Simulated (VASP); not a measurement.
Input of a VASP 6.6.1 run:

INCAR

```
PREC     = Accurate       # precision mode
ENCUT    = 420            # plane-wave cutoff, eV
EDIFF    = 1E-6           # SCF threshold, eV
ISMEAR   = 0              # smearing method
SIGMA    = 0.05           # smearing width, eV
LREAL    = False          # projectors in reciprocal space
LASPH    = True           # aspherical terms in the spheres
NELM     = 200            # most SCF steps
ALGO     = Normal         # electronic algorithm
ISIF     = 2              # what is computed and relaxed
LWAVE    = False          # write WAVECAR
LCHARG   = True           # write CHGCAR
ISPIN    = 2              # spin polarisation
MAGMOM   = 0.5 0.5        # initial moments
LORBIT   = 11             # projections on sites
GGA      = PE             # functional
LELF     = True           # ELF
LVHAR    = True         
NBANDS   = 20             # bands
GGA_COMPAT= False
```

Contents of KPOINTS:

```
regular mesh
0
Gamma
  1 1 32
```

POSCAR

```
BAs
1.0
   10.7000000000      0.0000000000      0.0000000000
    0.0000000000      9.3000000000      0.0000000000
    0.0000000000      0.0000000000      2.4481408659
B As
1 1
Direct
    0.4195138837      0.5000000000      0.0000000000
    0.5804861163      0.5000000000      0.5000000000
```

Potentials or basis: VASP PAW PBE potentials, release 64 (B, As_d).

Launch:

```bash
$ cat potpaw_PBE.64/B/POTCAR potpaw_PBE.64/As_d/POTCAR > POTCAR
$ mpirun -np 1 vasp_std > vasp.out
```

Question: Predict the site moments.

Answer: B +0.06; As +0.02 μB.

Question: Estimate the net moment.

Answer: 0.12 μB per cell.

Question: What does it give for the largest force?

Answer: 0.003 eV/Å.

Forces on the atoms (eV/Å):
```
B    0.003  0.000  0.000
As  -0.003  0.000  0.000
```

Caveat: a moment this small can come from the mesh or the smearing.
